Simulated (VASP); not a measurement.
# Co (P6_3/mmc) in VASP: notebook, part 2 of 2

VASP 6.6.1. The steps go on from the part before.

### Step 3. Single point, BLYP+D3(BJ), collinear spin, ferromagnetic start

File INCAR:

```
SYSTEM = Co
PREC = Accurate
ENCUT = 520
EDIFF = 1E-6
ISMEAR = -1
SIGMA = 0.05
LREAL = .False.
LASPH = .True.
NELM = 150
ALGO = Normal
ISIF = 2
LWAVE = .False.
LCHARG = .False.
ISPIN = 2
MAGMOM = 2 2 2 2
LORBIT = 11
LMAXMIX = 4
GGA = B5
ALDAX = 1.0
AGGAX = 1.0
AGGAC = 1.0
ALDAC = 0.0
IVDW = 12
VDW_S6 = 1.0
VDW_S8 = 2.6996
VDW_A1 = 0.4298
VDW_A2 = 4.2359
NBANDS = 30
```

File KPOINTS:

```
regular mesh
0
Gamma
  12 12 4
  0 0 0
```

File POSCAR:

```
Co
1.0
    2.4869235940      0.0000000000      0.0000000000
   -1.2434617971      2.1537390097      0.0000000000
    0.0000000000      0.0000000000      8.1417998233
Co
4
Direct
    0.6666666667      0.3333333333      0.7500000000
    0.0000000000      0.0000000000      0.5000000000
    0.3333333333      0.6666666667      0.2500000000
    0.0000000000      0.0000000000      0.0000000000
```

Potentials or basis: VASP PAW PBE potentials, release 64 (Co).

Command:

```console
$ cat potpaw_PBE.64/Co/POTCAR > POTCAR
$ mpirun -np 1 vasp_std > vasp.out
```

OUTCAR:

```text
SYSTEM = Co
   PREC = Accurate
   ENCUT = 520
   EDIFF = 1E-6
   ISMEAR = -1
   LREAL = .False.
   LASPH = .True.
   NELM = 150
   ISIF = 2
   ISPIN = 2
   LORBIT = 11
   GGA = B5
   IVDW = 12
 IVDW          = 12

 ion  position               nearest neighbor table
   1  0.667  0.333  0.750-   2 2.49   4 2.49   2 2.49   4 2.49   2 2.49   4 2.49
   2  0.000  0.000  0.500-   1 2.49   3 2.49   1 2.49   3 2.49   1 2.49   3 2.49
   3  0.333  0.667  0.250-   2 2.49   4 2.49   2 2.49   4 2.49   2 2.49   4 2.49
   4  0.000  0.000  0.000-   1 2.49   3 2.49   1 2.49   3 2.49   1 2.49   3 2.49

  LATTYP: Found a hexagonal cell.
 ALAT       =     2.4869235940
 C/A-ratio  =     3.2738439745

  Lattice vectors:

 A1 = (   2.4869235940,   0.0000000000,   0.0000000000)
 A2 = (  -1.2434617971,   2.1537390097,   0.0000000000)
 A3 = (   0.0000000000,   0.0000000000,   8.1417998233)

Analysis of symmetry for initial positions (statically):
=====================================================================
 Subroutine PRICEL returns:
 Original cell was already a primitive cell.

 Routine SETGRP: Setting up the symmetry group for a
 hexagonal supercell.

 Subroutine GETGRP returns: Found 24 space group operations
 (whereof 12 operations were pure point group operations)
 out of a pool of 24 trial point group operations.

The static configuration has the point symmetry D_3d.
 The point group associated with its full space group is D_6h.

Analysis of symmetry for dynamics (positions and initial velocities):
=====================================================================
 Subroutine PRICEL returns:
 Original cell was already a primitive cell.

 Routine SETGRP: Setting up the symmetry group for a
 hexagonal supercell.

 Subroutine GETGRP returns: Found 24 space group operations
 (whereof 12 operations were pure point group operations)
 out of a pool of 24 trial point group operations.

The dynamic configuration has the point symmetry D_3d.
 The point group associated with its full space group is D_6h.

Analysis of structural, dynamic, and magnetic symmetry:
[... 167 lines left out ...]
 fundamental gap:      0.0057317581
 Fermi energy:        10.7127047130

 spin component 1

 k-point     1 :       0.0000    0.0000    0.0000
  band No.  band energies     occupation
      1       1.9270      1.00000
      2       4.1096      1.00000
      3       4.1290      1.00000
      4       5.6014      1.00000
      5       7.7453      1.00000
      6       7.7846      1.00000
[... 781 lines left out ...]
     29      25.4269      0.00000
     30      26.3064      0.00000

 [... further k-points ...]

 spin component 2

 k-point     1 :       0.0000    0.0000    0.0000
  band No.  band energies     occupation
      1       1.9803      1.00000
      2       4.2429      1.00000
      3       4.2475      1.00000
      4       6.5090      1.00000
      5       9.0379      1.00000
      6       9.1035      1.00000
[... 781 lines left out ...]
     29      25.8273      0.00000
     30      26.7416      0.00000

 [... further k-points ...]

------------------------ aborting loop because EDIFF is reached ----------------------------------------

 Edisp (eV)   -3.79331

 E8    (eV) :    -2.7958

  FORCE on cell =-STRESS in cart. coord.  units (eV):
  Direction    XX          YY          ZZ          XY          YZ          ZX
  --------------------------------------------------------------------------------------
  -------------------------------------------------------------------------------------
  Total      -1.27147    -1.27147    -2.22319     0.00000    -0.00000     0.00000
  in kB     -46.71321   -46.71321   -81.67909     0.00000    -0.00000     0.00000
  external pressure =      -58.37 kB  Pullay stress =        0.00 kB

 VOLUME and BASIS-vectors are now :
 -----------------------------------------------------------------------------
  energy-cutoff  :      520.00
  volume of cell :       43.61
      direct lattice vectors                 reciprocal lattice vectors
     2.486923594  0.000000000  0.000000000     0.402103226  0.232154406  0.000000000
    -1.243461797  2.153739010  0.000000000     0.000000000  0.464308812  0.000000000
     0.000000000  0.000000000  8.141799823     0.000000000  0.000000000  0.122822966

 POSITION                                       TOTAL-FORCE (eV/Angst)
 -----------------------------------------------------------------------------------
      1.24346      0.71791      6.10635         0.000000     -0.000000      0.000000
      0.00000      0.00000      4.07090         0.000000      0.000000     -0.000000
     -0.00000      1.43583      2.03545        -0.000000      0.000000      0.000000
      0.00000      0.00000      0.00000         0.000000      0.000000     -0.000000
 -----------------------------------------------------------------------------------
    total drift:                                0.000000     -0.000000      0.000000

  FREE ENERGIE OF THE ION-ELECTRON SYSTEM (eV)
  ---------------------------------------------------
  free  energy   TOTEN  =       -27.9815618754 eV

  energy  without entropy=      -27.9455417163  energy(sigma->0) =      -27.96355180

 total charge

# of ion       s       p       d       tot
------------------------------------------
    1        0.484   0.501   7.304   8.289
    2        0.485   0.498   7.311   8.294
    3        0.484   0.501   7.304   8.289
    4        0.485   0.498   7.311   8.294
--------------------------------------------------
tot          1.938   1.999  29.229  33.166

 magnetization (x)

# of ion       s       p       d       tot
------------------------------------------
    1       -0.013  -0.045   1.702   1.644
    2       -0.013  -0.043   1.680   1.623
    3       -0.013  -0.045   1.702   1.644
    4       -0.013  -0.043   1.680   1.623
--------------------------------------------------
tot         -0.051  -0.176   6.763   6.536
```

OSZICAR:

```text
N       E                     dE             d eps       ncg     rms          rms(c)
DAV:   1     0.242078152678E+03    0.24208E+03   -0.15513E+04  6960   0.162E+03
DAV:   2    -0.126459801118E+02   -0.25472E+03   -0.23764E+03  6846   0.309E+02
DAV:   3    -0.274524706460E+02   -0.14806E+02   -0.13935E+02  7644   0.100E+02
DAV:   4    -0.277295241708E+02   -0.27705E+00   -0.27663E+00  8648   0.133E+01
DAV:   5    -0.277406836665E+02   -0.11159E-01   -0.11158E-01  9336   0.209E+00    0.196E+01
DAV:   6    -0.249126236633E+02    0.28281E+01   -0.22118E+01  7640   0.690E+01    0.935E+00
DAV:   7    -0.245802616487E+02    0.33236E+00   -0.44367E+00  7874   0.367E+01    0.110E+01
DAV:   8    -0.248752888429E+02   -0.29503E+00   -0.54872E+00  8018   0.456E+01    0.129E+01
DAV:   9    -0.242072473554E+02    0.66804E+00   -0.15458E+00  8234   0.249E+01    0.228E+00
DAV:  10    -0.241900914041E+02    0.17156E-01   -0.11857E-01  8472   0.389E+00    0.756E-01
DAV:  11    -0.241882049506E+02    0.18865E-02   -0.10922E-02  8308   0.970E-01    0.383E-01
DAV:  12    -0.241881401186E+02    0.64832E-04   -0.11952E-03 10866   0.465E-01    0.172E-01
DAV:  13    -0.241882550084E+02   -0.11489E-03   -0.28204E-04  8096   0.272E-01    0.659E-02
DAV:  14    -0.241882502893E+02    0.47191E-05   -0.91538E-05 12668   0.149E-01    0.410E-02
DAV:  15    -0.241882533039E+02   -0.30146E-05   -0.13102E-05  8028   0.537E-02    0.310E-02
DAV:  16    -0.241882502039E+02    0.31000E-05   -0.16305E-05  6982   0.824E-02    0.113E-02
DAV:  17    -0.241882495480E+02    0.65588E-06   -0.15813E-06  3982   0.227E-02
   1 F= -.27981562E+02 E0= -.27963552E+02  d E =-.360202E-01  mag=     6.4819
```

stdout:

```text
POSCAR found type information on POSCAR Co
 POSCAR found :  1 types and       4 ions
 scaLAPACK will be used
 -----------------------------------------------------------------------------
|                                                                             |
|                                                                             |
|     You enforced a specific xc type in the INCAR file but a different       |
|     I HOPE YOU KNOW WHAT YOU ARE DOING!                                     |
|                                                                             |
 -----------------------------------------------------------------------------

 LDA part: xc-table for (Slater(with rela. corr.)+VWN5), standard interpolation
 POSCAR, INCAR and KPOINTS ok, starting setup
 FFT: planning ... GRIDC
 FFT: planning ... GRID_SOFT
 FFT: planning ... GRID
 WAVECAR not read
 entering main loop
```

Run time: 3.5 min. Hardware: 1 thread of Intel Xeon 6975P-C (Granite Rapids), shared host; peak memory 0.24 GiB.

Results:

```yaml
Free_energy: -27.9816 eV
Pressure: -5.8 GPa
Net_moment: 6.48 μB per cell
Site_moments: Co +1.64, +1.62 (each value once) μB
Valence_electrons_inside_the_program's_atomic_spheres: Co 8.29
Dispersion_energy_per_atom: -0.948 eV
```

Stress tensor (GPa, compression positive):
```
-4.67  0.00  0.00
 0.00 -4.67  0.00
 0.00  0.00 -8.17
```

Levels at points of the mesh, in eV from the Fermi level:
Spin up:
```
           k point  band 19  band 20  band 21  band 22  band 23  band 24  band 25  band 26
(0.00, 0.00, 0.00)    -1.47    -1.16    -1.16    -0.78    -0.78    -0.04     6.15    14.75
(0.50, 0.00, 0.00)    -0.53    -0.51     0.48     1.56     2.56     3.17     6.97     6.99
(0.00, 0.00, 0.50)    -1.62    -1.62    -0.94    -0.94    -0.94    -0.94     9.19     9.19
(0.50, 0.00, 0.50)    -0.54    -0.54     1.37     1.37     2.89     2.89     7.33     7.33
```
Spin down:
```
           k point  band 10  band 11  band 12  band 13  band 14  band 15  band 16  band 17  band 18  band 19
(0.00, 0.00, 0.00)    -1.12    -1.12    -0.85    -0.85    -0.81    -0.81    -0.03     0.04     0.04     0.38
(0.50, 0.00, 0.00)    -1.12    -0.79    -0.11    -0.07     0.74     1.15     1.18     1.18     1.21     1.25
(0.00, 0.00, 0.50)    -1.04    -1.04    -1.04    -0.94    -0.94    -0.94    -0.94     0.22     0.22     0.22
(0.50, 0.00, 0.50)    -0.84    -0.74    -0.74    -0.19    -0.19     0.79     0.79     1.17     1.17     1.27
```

Caveat: the cell stands under tension; the PAW data sets were made with another functional, which shifts forces and pressure a little.
